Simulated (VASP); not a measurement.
Input of a VASP 6.6.1 run:

File INCAR:

```
PREC = Accurate ; ENCUT = 520
EDIFF = 1E-6 ; ISMEAR = -1
SIGMA = 0.05 ; LREAL = False
LASPH = True ; NELM = 60
ALGO = Normal ; ISIF = 2
LWAVE = False ; LCHARG = True
LELF = True ; LVHAR = True
NBANDS = 37
```

Contents of KPOINTS:

```
regular mesh
0
Gamma
  5 5 5
```

POSCAR

```
Au2S
1.0
    5.2252193453      0.0000000000      0.0000000000
    0.0000000000      5.2252193453      0.0000000000
    0.0000000000      0.0000000000      5.2252193453
S Au
2 4
Direct
    0.0000000000      0.0000000000      0.0000000000
    0.5000000000      0.5000000000      0.5000000000
    0.2500000000      0.2500000000      0.2500000000
    0.2500000000      0.7500000000      0.7500000000
    0.7500000000      0.7500000000      0.2500000000
    0.7500000000      0.2500000000      0.7500000000
```

Potentials or basis: VASP PAW LDA potentials, release 64 (S, Au).

The run is started by

```bash
$ cat potpaw_LDA.64/S/POTCAR potpaw_LDA.64/Au/POTCAR > POTCAR
$ mpirun -np 1 vasp_std > vasp.out
```

Question: Predict the pressure.

Answer: -1.8 GPa.

Question: What does it give for the band gap on the k mesh?

Answer: 1.88 eV, direct.

Caveat: spin-orbit coupling is left out, which moves the levels of the heavy elements. A k mesh can miss the band edges.
